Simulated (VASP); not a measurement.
# Si11O24 (a cell with a defect) in VASP: single point with PBE

Aim: the single point of Si11O24 (a cell with a defect) with PBE.

Program: VASP 6.6.1. These are calculated values, not measurements. Logs are shortened: lines on timing, memory, paths and dates and some standing lists are left out, and cuts for length are marked.

**1. The cell of the first run**

The cell holds a defect, 35 atoms: a = 8.629 Å, b = 8.832 Å, c = 8.832 Å, α = 120.00°, β = 90.00°, γ = 90.00°.

**2. Single point, PBE, collinear spin (atoms taken out, then relaxed in part)**

File INCAR:

```
SYSTEM = Si11O24
PREC = Accurate ; ENCUT = 520
EDIFF = 1E-6 ; ISMEAR = 0
SIGMA = 0.01 ; LREAL = Auto
LASPH = .True. ; NELM = 200
ALGO = Normal ; ISIF = 2
LWAVE = .False. ; LCHARG = .False.
ISPIN = 2 ; MAGMOM = 0 0 0 0 0 0 0 0 0 0 0 0.5 0 0 0 0 0 0 0 0 0.5 0 0 0 0 0 0.5 0 0 0 0 0 0 0 0.5
LORBIT = 11 ; GGA = PE
NBANDS = 121 ; GGA_COMPAT = .False.
KPAR = 2 ; NCORE = 2
```

File KPOINTS:

```
regular mesh
0
Gamma
  2 2 2
  0 0 0
```

File POSCAR:

```
Si11O24
1.0
    0.0000000000      0.0000000000      8.6285746202
   -7.6489555383      4.4161265391      0.0000000000
   -0.0000000001     -8.8322530781      0.0000000000
Si O
11 24
Direct
    0.9360852170      0.3333333333      1.0000000000
    0.9366194099      0.6666666667      0.6666666667
    0.5692381468      0.0000000000      0.3333333333
    0.5606932499      0.3333333333      1.0000000000
    0.5620253084      0.6666666667      0.6666666667
    0.0614283706      0.3267922541      0.3341601343
    0.0614283706      0.6740345469      1.0065410792
    0.0614283706      0.9991731990      0.6592987865
    0.4371109095      0.3325352555      0.3344386137
    0.4371109095      0.6685700248      1.0007980778
    0.4371109095      0.9988947197      0.6647633085
   -0.0034034786      0.7934326598      0.2093250530
    0.0007529831      0.1410301784      0.8561716203
   -0.0015466520      0.4711307258      0.5267727188
    0.5072465267      0.1944712667      0.3879850771
    0.4963295765      0.5267532790      0.0538114848
    0.4981214012      0.8605872108      0.7215871580
    0.5072465267      0.9453482563      0.4731528563
    0.4963295765      0.2795218485      0.1396084609
    0.4981214012      0.6117461753      0.8056667194
   -0.0034034786      0.1240082803      0.2507742734
    0.0007529831      0.4771617130      0.9515252248
   -0.0015466520      0.8065606145      0.6110246737
    0.4981214012      0.5276666139      0.4727461225
    0.5072465267      0.8601804770      0.1388620666
    0.4963295765      0.1937248724      0.8065800543
    0.7634003112      0.0000000000      0.3333333333
    0.7485259228      0.3333333333      1.0000000000
    0.7490981772      0.6666666667      0.6666666667
    0.2496636992      0.3274793639      0.3395609703
    0.2496636992      0.6787482730      1.0058539694
    0.2496636992      0.9937723631      0.6545850603
    0.0007529831      0.3818081085      0.1923031549
   -0.0015466520      0.7223086596      0.8622026075
   -0.0034034786      0.0825590599      0.5399006735
```

Potentials or basis: VASP PAW PBE potentials, release 64 (Si, O).

Launch:

```sh
$ cat potpaw_PBE.64/Si/POTCAR potpaw_PBE.64/O/POTCAR > POTCAR
$ mpirun -np 4 vasp_std > vasp.out
```

OUTCAR:

```text
SYSTEM = Si11O24
   PREC = Accurate
   ENCUT = 520
   EDIFF = 1E-6
   ISMEAR = 0
   LREAL = Auto
   LASPH = .True.
   NELM = 200
   ISIF = 2
   ISPIN = 2
   LORBIT = 11
   GGA = PE

 ion  position               nearest neighbor table
   1  0.936  0.333  0.000-  28 1.62  33 1.63  22 1.63  13 1.63
   2  0.937  0.667  0.667-  29 1.62  23 1.63  34 1.63  14 1.63
   3  0.569  0.000  0.333-  15 1.62  18 1.62  25 1.62  27 1.68   9 3.15  11 3.15  10 3.15
   4  0.561  0.333  0.000-  28 1.62  19 1.63  26 1.63  16 1.63  11 3.14   9 3.14  10 3.14
   5  0.562  0.667  0.667-  29 1.61  20 1.63  17 1.63  24 1.63  10 3.13  11 3.13   9 3.13
   6  0.061  0.327  0.334-  30 1.62  14 1.63  33 1.64  21 1.66
   7  0.061  0.674  0.007-  31 1.62  34 1.63  22 1.64  12 1.66
   8  0.061  0.999  0.659-  32 1.62  23 1.63  13 1.64  35 1.66
   9  0.437  0.333  0.334-  30 1.62  24 1.62  19 1.62  15 1.63   5 3.13   4 3.14   3 3.15
  10  0.437  0.669  0.001-  31 1.62  20 1.62  16 1.62  25 1.63   5 3.13   4 3.14   3 3.15
  11  0.437  0.999  0.665-  32 1.62  17 1.62  26 1.62  18 1.63   5 3.13   4 3.14   3 3.15
  12  0.997  0.793  0.209-   7 1.66
  13  0.001  0.141  0.856-   1 1.63   8 1.64
  14  0.998  0.471  0.527-   6 1.63   2 1.63
  15  0.507  0.194  0.388-   3 1.62   9 1.63
  16  0.496  0.527  0.054-  10 1.62   4 1.63
  17  0.498  0.861  0.722-  11 1.62   5 1.63
[... 4 lines left out ...]
  22  0.001  0.477  0.952-   1 1.63   7 1.64
  23  0.998  0.807  0.611-   8 1.63   2 1.63
  24  0.498  0.528  0.473-   9 1.62   5 1.63
  25  0.507  0.860  0.139-   3 1.62  10 1.63
  26  0.496  0.194  0.807-  11 1.62   4 1.63
  27  0.763  0.000  0.333-   3 1.68
  28  0.749  0.333  0.000-   1 1.62   4 1.62
  29  0.749  0.667  0.667-   5 1.61   2 1.62
  30  0.250  0.327  0.340-   9 1.62   6 1.62
  31  0.250  0.679  0.006-  10 1.62   7 1.62
  32  0.250  0.994  0.655-  11 1.62   8 1.62
  33  0.001  0.382  0.192-   1 1.63   6 1.64
  34  0.998  0.722  0.862-   7 1.63   2 1.63
  35  0.997  0.083  0.540-   8 1.66

  LATTYP: Found a hexagonal cell.
 ALAT       =     8.8322530781
 C/A-ratio  =     0.9769392412

  Lattice vectors:

 A1 = (  -7.6489555383,   4.4161265391,   0.0000000000)
 A2 = (  -0.0000000001,  -8.8322530781,   0.0000000000)
 A3 = (   0.0000000000,   0.0000000000,   8.6285746202)

Analysis of symmetry for initial positions (statically):
=====================================================================
 Subroutine PRICEL returns:
 Original cell was already a primitive cell.

 Routine SETGRP: Setting up the symmetry group for a
 hexagonal supercell.

 Subroutine GETGRP returns: Found  3 space group operations
 (whereof  1 operations were pure point group operations)
 out of a pool of 24 trial point group operations.

The static configuration has the point symmetry C_1 .
 The point group associated with its full space group is C_3 .

Analysis of symmetry for dynamics (positions and initial velocities):
=====================================================================
 Subroutine PRICEL returns:
 Original cell was already a primitive cell.

 Routine SETGRP: Setting up the symmetry group for a
 hexagonal supercell.

 Subroutine GETGRP returns: Found  3 space group operations
 (whereof  1 operations were pure point group operations)
 out of a pool of 24 trial point group operations.

The dynamic configuration has the point symmetry C_1 .
 The point group associated with its full space group is C_3 .

Analysis of structural, dynamic, and magnetic symmetry:
=====================================================================
 Subroutine PRICEL returns:
 Original cell was already a primitive cell.

 Routine SETGRP: Setting up the symmetry group for a
 hexagonal supercell.

 Subroutine GETGRP returns: Found  3 space group operations
 (whereof  1 operations were pure point group operations)
 out of a pool of 24 trial point group operations.

The overall configuration has the point symmetry C_1 .
 The point group associated with its full space group is C_3 .

 Subroutine INISYM returns: Found  3 space group operations
 (whereof  1 operations are pure point group operations),
 and found     1 'primitive' translations

----------------------------------------------------------------------------------------

                                     Primitive cell

[... 122 lines left out ...]
   ions per type =              11  24
   NGX,Y,Z   is equivalent  to a cutoff of  12.33, 13.18, 13.18 a.u.
   NGXF,Y,Z  is equivalent  to a cutoff of  24.66, 26.35, 26.35 a.u.
 SYSTEM =  Si11O24
   PREC   = accura    normal or accurate (medium, high low for compatibility)
   ISTART =      0    job   : 0-new  1-cont  2-samecut
   ICHARG =      2    charge: 1-file 2-atom 10-const
   ISPIN  =      2    spin polarized calculation?
   LNONCOLLINEAR =      F non collinear calculations
   LSORBIT =      F    spin-orbit coupling
   LASPH  =      T    aspherical Exc in radial PAW
   ENCUT  =  520.0 eV  38.22 Ry    6.18 a.u.  16.04 16.42 16.42*2*pi/ulx,y,z
   NELM   =    200;   NELMIN=  2; NELMDL= -5     # of ELM steps
   EDIFF  = 0.1E-05   stopping-criterion for ELM
   LREAL  =      T    real-space projection
   EDIFFG = 0.1E-04   stopping-criterion for IOM
   NSW    =      0    number of steps for IOM
   IBRION =     -1    ionic relax: 0-MD 1-quasi-New 2-CG
   NFREE  =      0    steps in history (QN), initial steepest desc. (CG)
   ISIF   =      2    stress and relaxation
   ISYM   =      2    0-nonsym 1-usesym 2-fastsym
   POTIM  = 0.5000    time-step for ionic-motion
   TEBEG  =    0.0;   TEEND  =   0.0 temperature during run
   PSTRESS=    0.0 pullay stress
   NELECT =     188.0000    total number of electrons
   NUPDOWN=      -1.0000    fix difference up-down
   EMIN   =  10.00;   EMAX   =-10.00  energy-range for DOS
   EFERMI =   0.00;   METHOD = LEGACY
   ISMEAR =     0;   SIGMA  =   0.01  broadening in eV -4-tet -1-fermi 0-gaus
   EFERMI_NEDOS =   21; number of points for ismear=-14 and -15
   IALGO  =     38    algorithm
   IMIX   =      4    mixing-type and parameters
     AMIX     =   0.40;   BMIX     =  1.00
     AMIX_MAG =   1.60;   BMIX_MAG =  1.00
  volume/ion in A,a.u.               =      16.66       112.39
  Fermi-wavevector in a.u.,A,eV,Ry     =   1.122681  2.121560 17.148969  1.260414
  Thomas-Fermi vector in A             =   2.259343
   LORBIT       =     11    0 simple, 1 ext, 2 COOP (PROOUT), +10 PAW based schemes
   GGA     = PE    functional components
   LHFCALC =     F    Hartree Fock is set to
   AEXX    =    0.0000 exact exchange contribution
   IVDW    =     0    specifies the selected vdW correction
   LEPSILON=     F    determine dielectric tensor
   LRPA    =     F    only Hartree local field effects (RPA)
 spin polarized calculation
 Gauss-broadening in eV      SIGMA  =   0.01
  energy-cutoff  :      520.00
  volume of cell :      582.93
 maximum number of plane-waves:     15764
   NGX = 33   NGY = 33   NGZ = 33

 number of electron     187.9999987 magnetization       4.0003053

 Free energy of the ion-electron system (eV)
  ---------------------------------------------------
  ext. energy  EPLUGINS =         0.00000000
  ---------------------------------------------------
  free energy    TOTEN  =      -263.25277349 eV

  energy without entropy =     -263.25277349  energy(sigma->0) =     -263.25277349

 E-fermi :  -0.3145     XC(G=0):  -7.6726

 val. band max:       -0.4142436937   @ k =   0.0000   0.5000   0.0000
 cond. band min:      -0.2327414000   @ k =   0.5000   0.5000   0.0000
 fundamental gap:      0.1815022937
 Fermi energy:        -0.3145233507

 spin component 1

 k-point     1 :       0.0000    0.0000    0.0000
  band No.  band energies     occupation
      1     -20.4118      1.00000
      2     -20.0295      1.00000
      3     -19.8128      1.00000
      4     -19.8015      1.00000
      5     -19.8015      1.00000
      6     -19.6067      1.00000
[... 425 lines left out ...]
    105       7.9190      0.00000
    106       7.9333      0.00000
 Fermi energy:        -0.3145233507

 spin component 2

 k-point     1 :       0.0000    0.0000    0.0000
  band No.  band energies     occupation
      1     -20.3733      1.00000
      2     -19.9461      1.00000
      3     -19.8015      1.00000
      4     -19.7513      1.00000
      5     -19.7513      1.00000
      6     -19.5269      1.00000
[... 425 lines left out ...]
    105       7.9704      0.00000
    106       7.9796      0.00000
 [bands above 106 left out]

------------------------ aborting loop because EDIFF is reached ----------------------------------------

  FORCE on cell =-STRESS in cart. coord.  units (eV):
  Direction    XX          YY          ZZ          XY          YZ          ZX
  --------------------------------------------------------------------------------------
  -------------------------------------------------------------------------------------
  Total       -2.8409324     -2.8409324     -4.0531929      0.0000060      0.0000000      0.0000000
  in kB       -7.8083413     -7.8083413    -11.1402556      0.0000166      0.0000000      0.0000000
  external PRESSURE =      -8.9189794 kB  Pullay stress =       0.0000000 kB

 VOLUME and BASIS-vectors are now :
 -----------------------------------------------------------------------------
  energy-cutoff  :      520.00
  volume of cell :      582.93
      direct lattice vectors                 reciprocal lattice vectors
     0.000000000  0.000000000  8.628574620     0.000000000  0.000000000  0.115893997
    -7.648955538  4.416126539  0.000000000    -0.130736804  0.000000000  0.000000000
    -0.000000000 -8.832253078  0.000000000    -0.065368402 -0.113221393  0.000000000

 POSITION                                       TOTAL-FORCE (eV/Angst)
 -----------------------------------------------------------------------------------
     -2.54965      1.47204      8.07708        -0.000000      0.000000     -0.011361
     -5.09930     -2.94408      8.08169        -0.000000      0.000000     -0.011559
     -0.00000     -2.94408      4.91171        -0.000000     -0.000000     -0.035835
     -2.54965      1.47204      4.83798        -0.000000      0.000000      0.012525
     -5.09930     -2.94408      4.84948        -0.000000      0.000000      0.013475
     -2.49962     -1.50823      0.53004        -0.058017     -0.006428      0.028243
[... 27 lines left out ...]
     -5.52491     -4.42539      8.61523         0.005562     -0.000089      0.001380
     -0.63149     -4.40395      8.59921        -0.038474      0.072871     -0.031276
 -----------------------------------------------------------------------------------
    total drift:                               -0.000036      0.000068     -0.009251

  FREE ENERGIE OF THE ION-ELECTRON SYSTEM (eV)
  ---------------------------------------------------
  free  energy   TOTEN  =      -263.2527734862 eV

  energy  without entropy=     -263.2527734862  energy(sigma->0) =     -263.25277349

 total charge

# of ion       s       p       d       tot
------------------------------------------
    1        0.630   0.970   0.000   1.600
    2        0.628   0.964   0.000   1.592
    3        0.649   0.977   0.000   1.627
    4        0.631   0.974   0.000   1.604
    5        0.633   0.978   0.000   1.611
    6        0.642   0.967   0.000   1.609
[... 27 lines left out ...]
   34        1.544   3.683   0.000   5.228
   35        1.600   3.270   0.000   4.870
--------------------------------------------------
tot         44.305  97.488   0.000 141.793

 magnetization (x)

# of ion       s       p       d       tot
------------------------------------------
    1       -0.001  -0.001   0.000  -0.002
    2       -0.000  -0.000   0.000  -0.000
    3       -0.005  -0.007   0.000  -0.012
    4       -0.000  -0.000   0.000  -0.000
    5       -0.000  -0.000   0.000  -0.000
    6       -0.004  -0.005   0.000  -0.008
[... 27 lines left out ...]
   34       -0.000   0.009   0.000   0.009
   35        0.012   0.682   0.000   0.694
--------------------------------------------------
tot          0.034   3.206   0.000   3.239
```

Wall time 19 min (4 MPI ranks of AMD EPYC 7R43 (Zen 3), shared host); peak memory 0.57 GiB.

What came out:

- Free energy: -263.2528 eV
- Pressure: -0.9 GPa
- Largest force: 0.088 eV/Å
- Band gap on the k mesh: 0.18 eV
- Net moment: 4.00 μB per cell
- Site moments: Si -0.00, -0.01 (each value once); O +0.69, +0.07, +0.01, +0.03, +0.00, +0.77 (each value once) μB
- Valence electrons inside the program's atomic spheres: Si 1.60, 1.59, 1.63, 1.61 (each value once); O 4.87, 5.21, 5.23, 5.24, 4.84, 5.25 (each value once)

Forces on the atoms (eV/Å):
```
Si   0.000  0.000 -0.011
Si   0.000  0.000 -0.012
Si   0.000  0.000 -0.036
Si   0.000  0.000  0.013
Si   0.000  0.000  0.013
Si  -0.058 -0.006  0.028
Si   0.023  0.053  0.028
Si   0.035 -0.047  0.028
Si  -0.001  0.004 -0.011
Si   0.004 -0.002 -0.011
Si  -0.003 -0.003 -0.011
O   -0.044 -0.070 -0.031
O    0.004  0.015  0.003
O   -0.003  0.005  0.001
O    0.005  0.004  0.001
O    0.002  0.004  0.000
O    0.001  0.003  0.001
O   -0.006  0.002  0.001
O   -0.004  0.000  0.000
O   -0.003 -0.001  0.001
O    0.082 -0.003 -0.031
O   -0.015 -0.004  0.003
O   -0.003 -0.005  0.001
O    0.002 -0.002  0.001
O    0.001 -0.006  0.001
O    0.002 -0.004  0.000
O    0.000  0.000  0.075
O    0.000  0.000 -0.006
O    0.000  0.000 -0.002
O    0.001 -0.001 -0.004
O   -0.001 -0.001 -0.004
O    0.000  0.001 -0.004
O    0.011 -0.011  0.003
O    0.006  0.000  0.001
O   -0.038  0.073 -0.031
```

Stress tensor (GPa, compression positive):
```
-0.78  0.00  0.00
 0.00 -0.78  0.00
 0.00  0.00 -1.11
```

Levels at points of the mesh, in eV from the valence-band top:
Spin up:
```tsv
k point	band 93	band 94	band 95	band 96	band 97	band 98	band 99	band 100
(0.00, 0.00, 0.00)	-0.89	-0.89	-0.76	-0.76	4.86	6.89	7.57	7.61
(0.50, 0.00, 0.00)	-1.14	-1.01	-0.87	-0.87	5.53	5.74	7.48	7.56
(0.00, 0.50, 0.00)	-0.99	-0.87	-0.77	-0.75	5.73	5.92	6.98	7.58
(0.50, 0.50, 0.00)	-1.06	-0.98	-0.92	-0.87	6.36	6.37	6.41	6.69
```
Spin down:
```tsv
k point	band 88	band 89	band 90	band 91	band 92	band 93	band 94	band 95	band 96	band 97
(0.00, 0.00, 0.00)	-0.90	-0.55	-0.55	-0.31	-0.09	0.23	0.23	0.43	0.43	4.91
(0.50, 0.00, 0.00)	-1.04	-0.51	-0.51	-0.28	-0.09	0.19	0.19	0.44	0.44	5.58
(0.00, 0.50, 0.00)	-0.87	-0.63	-0.56	-0.29	0.00	0.21	0.23	0.42	0.44	5.78
(0.50, 0.50, 0.00)	-1.05	-0.54	-0.51	-0.28	0.00	0.18	0.19	0.43	0.44	6.40
```

Caveat: the cell differs from its parent crystal (atoms taken out, then relaxed in part).
